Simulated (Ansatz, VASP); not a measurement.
## Two plane-wave programs on ZnCd2S3

```
Zn Cd S
1.0
    -2.02773    2.02773    8.73205
     2.02773   -2.02773    8.73205
     2.02773    2.02773   -8.73205
Zn Cd S
1 2 3
Direct
  0.00000 0.00000 0.00000
  0.66143 0.66143 0.00000
  0.33857 0.33857 0.00000
  0.75000 0.25000 0.50000
  0.42749 0.92749 0.50000
  0.07251 0.57251 0.50000
```

Alike in both runs: functional PBE; k mesh 10 × 10 × 10; no spin polarisation.

Ansatz relaxed the structure, and its values are those at the end. VASP's run is a single point on that final structure, the one shown.

|  | VASP | Ansatz |
| --- | --- | --- |
| version | VASP 6.6.1 | Ansatz 0.2.0 |
| potentials or method | VASP PAW PBE potentials, release 64 (Zn, Cd, S), cutoff 500 eV | scalar-relativistic, plane waves, PAW |
| occupations | gaussian, width 0.01 eV | fixed |
| valence electrons in the cell | 54 | 70 |

|  | VASP | Ansatz | Ansatz less VASP |
| --- | --- | --- | --- |
| gap on the k mesh at the Fermi level (eV) | 1.24 | 1.23 | -0.004 |
| least direct gap on the mesh (eV) | 1.24 | 1.23 | -0.004 |
| pressure (GPa) | 0.2 | 0.0 | -0.24 |
| rms of the force components (eV/Å) | 0.008 | 0.000 | -0.0075 |

VASP's potentials hold 54 valence electrons a cell and Ansatz's 70, so a difference there can come from the potentials and not from the codes.
